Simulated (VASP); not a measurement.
# AlPdC4N4 (P-43m) in VASP: a series of runs, part 2 of 2

VASP 6.6.1. Earlier steps stand in the parts before.

## Step 3: Single point, PBE, collinear spin, ferromagnetic start

This run uses another cell than the first one, of 19.92 Å³/atom, 0.992 times its volume.

Input file INCAR:

```
  PREC = Accurate
  ENCUT = 520
  EDIFF = 1E-6
  ISMEAR = 0
  SIGMA = 0.1
  LREAL = F
  LASPH = T
  NELM = 150
  ALGO = Normal
  ISIF = 2
  LWAVE = F
  LCHARG = F
  ISPIN = 2
  MAGMOM = 0 1 0 0 0 0 0 0 0 0
  LORBIT = 11
  LMAXMIX = 4
  GGA = PE
  NBANDS = 40
```

Input file KPOINTS:

```
Automatic mesh
0
Gamma
  4 4 4
```

Input file POSCAR:

```
AlPdC4N4
1.0
    5.8399016716      0.0000000000      0.0000000000
    0.0000000000      5.8399016716      0.0000000000
    0.0000000000      0.0000000000      5.8399016716
Al Pd C N
1 1 4 4
Direct
    0.5000000000      0.5000000000      0.5000000000
    0.0000000000      0.0000000000      0.0000000000
    0.2015433087      0.2015433087      0.2015433087
    0.2015433087      0.7984566913      0.7984566913
    0.7984566913      0.2015433087      0.7984566913
    0.7984566913      0.7984566913      0.2015433087
    0.3178827423      0.3178827423      0.3178827423
    0.3178827423      0.6821172577      0.6821172577
    0.6821172577      0.3178827423      0.6821172577
    0.6821172577      0.6821172577      0.3178827423
```

Potentials or basis: VASP PAW PBE potentials, release 64 (Al, Pd, C, N).

Started as:

```
$ cat potpaw_PBE.64/Al/POTCAR potpaw_PBE.64/Pd/POTCAR potpaw_PBE.64/C/POTCAR potpaw_PBE.64/N/POTCAR > POTCAR
$ mpirun -np 1 vasp_std > vasp.out
```

OUTCAR:

```text
PREC = Accurate
   ENCUT = 520
   EDIFF = 1E-6
   ISMEAR = 0
   LREAL = F
   LASPH = T
   NELM = 150
   ISIF = 2
   ISPIN = 2
   LORBIT = 11
   GGA = PE

 ion  position               nearest neighbor table
   1  0.500  0.500  0.500-   7 1.84   8 1.84   9 1.84  10 1.84
   2  0.000  0.000  0.000-   3 2.04   4 2.04   5 2.04   6 2.04
   3  0.202  0.202  0.202-   7 1.18   2 2.04
   4  0.202  0.798  0.798-   8 1.18   2 2.04
   5  0.798  0.202  0.798-   9 1.18   2 2.04
   6  0.798  0.798  0.202-  10 1.18   2 2.04
   7  0.318  0.318  0.318-   3 1.18   1 1.84
   8  0.318  0.682  0.682-   4 1.18   1 1.84
   9  0.682  0.318  0.682-   5 1.18   1 1.84
  10  0.682  0.682  0.318-   6 1.18   1 1.84

  LATTYP: Found a simple cubic cell.
 ALAT       =     5.8399016716
[... 1019 lines left out ...]
      3.98350      1.85640      3.98350        -0.206832      0.206832     -0.206832
      3.98350      3.98350      1.85640        -0.206832     -0.206832      0.206832
 -----------------------------------------------------------------------------------
    total drift:                               -0.000000     -0.000000     -0.000000

  FREE ENERGIE OF THE ION-ELECTRON SYSTEM (eV)
  ---------------------------------------------------
  free  energy   TOTEN  =       -77.2165775958 eV

  energy  without entropy=      -77.1587697249  energy(sigma->0) =      -77.18767366

 total charge

# of ion       s       p       d       tot
------------------------------------------
    1        0.335   0.424   0.000   0.759
    2        0.523   0.852   8.329   9.703
    3        0.960   1.557   0.000   2.517
    4        0.960   1.557   0.000   2.517
    5        0.960   1.557   0.000   2.517
    6        0.960   1.557   0.000   2.517
    7        1.289   2.683   0.000   3.973
    8        1.289   2.683   0.000   3.973
    9        1.289   2.683   0.000   3.973
   10        1.289   2.683   0.000   3.973
--------------------------------------------------
tot          9.856  18.237   8.329  36.422

 magnetization (x)

# of ion       s       p       d       tot
------------------------------------------
    1        0.000   0.001   0.000   0.001
    2        0.002   0.088   0.493   0.583
    3        0.013   0.019   0.000   0.032
    4        0.013   0.019   0.000   0.032
    5        0.013   0.019   0.000   0.032
    6        0.013   0.019   0.000   0.032
    7        0.002   0.020   0.000   0.022
    8        0.002   0.020   0.000   0.022
    9        0.002   0.020   0.000   0.022
   10        0.002   0.020   0.000   0.022
--------------------------------------------------
tot          0.061   0.245   0.493   0.800
```

stdout:

```text
POSCAR found type information on POSCAR AlPdC N
 POSCAR found :  4 types and      10 ions
 scaLAPACK will be used
 LDA part: xc-table for (Slater+PW92), standard interpolation
 POSCAR, INCAR and KPOINTS ok, starting setup
 FFT: planning ... GRIDC
 FFT: planning ... GRID_SOFT
 FFT: planning ... GRID
 WAVECAR not read
 entering main loop
```

It took 3.5 min on 1 thread of Intel Xeon 6975P-C, shared host; peak memory 0.47 GiB.

Results:

| Property | Result |
| --- | --- |
| Free energy | -77.2166 eV |
| Pressure | 0.3 GPa |
| Largest force | 0.358 eV/Å |
| Band gap on the k mesh | zero (filled and empty bands overlap) |
| Net moment | 1.00 μB per cell |
| Site moments | Al +0.00; Pd +0.58; C +0.03; N +0.02 μB |
| Valence electrons inside the program's atomic spheres | Al 0.76; Pd 9.70; C 2.52; N 3.97 |

Forces in eV/Å, atoms in the order of the input:
```
Al   0.000  0.000  0.000
Pd   0.000  0.000  0.000
C   -0.178 -0.178 -0.178
C   -0.178  0.178  0.178
C    0.178 -0.178  0.178
C    0.178  0.178 -0.178
N    0.207  0.207  0.207
N    0.207 -0.207 -0.207
N   -0.207  0.207 -0.207
N   -0.207 -0.207  0.207
```

Levels at points of the mesh, in eV from the Fermi level:
Spin up:
```
           k point  band 23  band 24  band 25  band 26  band 27  band 28
(0.00, 0.00, 0.00)    -0.60    -0.60    -0.60     3.70     3.70     3.70
(0.50, 0.00, 0.00)    -0.53    -0.29    -0.29     3.54     3.54     3.99
(0.50, 0.50, 0.00)    -0.45    -0.27    -0.27     3.83     3.83     3.87
(0.50, 0.50, 0.50)    -0.49    -0.49    -0.49     3.99     3.99     3.99
```
Spin down:
| k point | band 23 | band 24 | band 25 | band 26 | band 27 | band 28 |
| --- | --- | --- | --- | --- | --- | --- |
| (0.00, 0.00, 0.00) | -0.26 | -0.26 | -0.26 | 3.85 | 3.85 | 3.85 |
| (0.50, 0.00, 0.00) | -0.18 | 0.07 | 0.07 | 3.64 | 3.64 | 4.08 |
| (0.50, 0.50, 0.00) | -0.08 | 0.08 | 0.08 | 3.91 | 3.91 | 3.95 |
| (0.50, 0.50, 0.50) | -0.14 | -0.14 | -0.14 | 4.11 | 4.11 | 4.11 |

## Step 4: Single point, PBE, collinear spin, ferromagnetic start

Input file INCAR:

```
SYSTEM = AlPdC4N4
  PREC = Accurate
  ENCUT = 520
  EDIFF = 1E-7
  ISMEAR = 0
  SIGMA = 0.1
  LREAL = .FALSE.
  LASPH = .TRUE.
  NELM = 150
  ALGO = Normal
  ISIF = 2
  LWAVE = .FALSE.
  LCHARG = .FALSE.
  ISPIN = 2
  MAGMOM = 0 1 0 0 0 0 0 0 0 0
  LORBIT = 11
  LMAXMIX = 4
  GGA = PE
  NBANDS = 40
```

Input file KPOINTS:

```
regular mesh
0
G
  4 4 4
  0 0 0
```

Input file POSCAR:

```
AlPdC4N4
1.0
    5.8549090800      0.0000000000      0.0000000000
    0.0000000000      5.8549090800      0.0000000000
    0.0000000000      0.0000000000      5.8549090800
Al Pd C N
1 1 4 4
Direct
    0.5000000000      0.5000000000      0.5000000000
    0.0000000000      0.0000000000      0.0000000000
    0.1911054100      0.1911054100      0.1911054100
    0.1911054100      0.8088945900      0.8088945900
    0.8088945900      0.1911054100      0.8088945900
    0.8088945900      0.8088945900      0.1911054100
    0.3064786500      0.3064786500      0.3064786500
    0.3064786500      0.6935213500      0.6935213500
    0.6935213500      0.3064786500      0.6935213500
    0.6935213500      0.6935213500      0.3064786500
```

Started as:

```
$ cat potpaw_PBE.64/Al/POTCAR potpaw_PBE.64/Pd/POTCAR potpaw_PBE.64/C/POTCAR potpaw_PBE.64/N/POTCAR > POTCAR
$ mpirun -np 1 vasp_std > vasp.out
```

Run time: 3.9 min. Hardware: 1 thread of Intel Xeon 6975P-C, shared host; peak memory 0.47 GiB.

It converged, with:

| Property | Result |
| --- | --- |
| Free energy | -76.4359 eV |
| Pressure | 0.6 GPa |
| Largest force | 3.166 eV/Å |
| Band gap on the k mesh | zero (filled and empty bands overlap) |
| Net moment | 1.00 μB per cell |
| Site moments | Al +0.00; Pd +0.52; C +0.03; N +0.03 μB |
| Valence electrons inside the program's atomic spheres | Al 0.63; Pd 10.14; C 2.56; N 3.94 |

Forces on the atoms (eV/Å):
```
Al   0.000  0.000  0.000
Pd   0.000  0.000  0.000
C    0.060  0.060  0.060
C    0.060 -0.060 -0.060
C   -0.060  0.060 -0.060
C   -0.060 -0.060  0.060
N    1.828  1.828  1.828
N    1.828 -1.828 -1.828
N   -1.828  1.828 -1.828
N   -1.828 -1.828  1.828
```

Levels at points of the mesh, in eV from the Fermi level:
Spin up:
| k point | band 23 | band 24 | band 25 | band 26 | band 27 | band 28 |
| --- | --- | --- | --- | --- | --- | --- |
| (0.00, 0.00, 0.00) | -0.59 | -0.59 | -0.59 | 3.94 | 3.94 | 3.94 |
| (0.50, 0.00, 0.00) | -0.47 | -0.23 | -0.23 | 3.64 | 3.64 | 4.11 |
| (0.50, 0.50, 0.00) | -0.43 | -0.19 | -0.19 | 3.91 | 3.91 | 4.03 |
| (0.50, 0.50, 0.50) | -0.44 | -0.44 | -0.44 | 4.28 | 4.28 | 4.28 |
Spin down:
```
           k point  band 22  band 23  band 24  band 25  band 26  band 27  band 28  band 29
(0.00, 0.00, 0.00)    -2.30    -0.30    -0.30    -0.30     4.09     4.09     4.09     4.66
(0.50, 0.00, 0.00)    -2.06    -0.17     0.07     0.07     3.73     3.73     4.19     4.42
(0.50, 0.50, 0.00)    -2.02    -0.11     0.11     0.11     3.98     3.98     4.11     4.40
(0.50, 0.50, 0.50)    -2.21    -0.14    -0.14    -0.14     4.41     4.41     4.41     4.75
```

Caveat: forces of over 1 eV/Å act on the atoms, so gaps and moduli don't describe the material at rest.

## Step 5: Overview

| spin | cell | gap on the mesh (eV) | pressure (GPa) | moment (μB) | largest force (eV/Å) |
| --- | --- | --- | --- | --- | --- |
| off | a = 5.855 Å, 10 atoms | none | 0.5 | - | 3.21 |
| collinear, ferromagnetic start | a = 5.840 Å, 10 atoms | none | 0.3 | 1.00 | 0.36 |
| collinear, ferromagnetic start | a = 5.855 Å, 10 atoms | none | 0.6 | 1.00 | 3.17 |

Alike in all rows: task single point; level PBE; potentials or basis VASP PAW PBE potentials, release 64 (Al, Pd, C, N); k mesh 4 × 4 × 4; cutoff (eV) 520; smearing gaussian 0.1 eV.

Caveats: forces of over 1 eV/Å act on the atoms, so gaps and moduli don't describe the material at rest (some runs).

Total energies depend on the potentials used, so only differences within one code and one set of settings carry meaning.
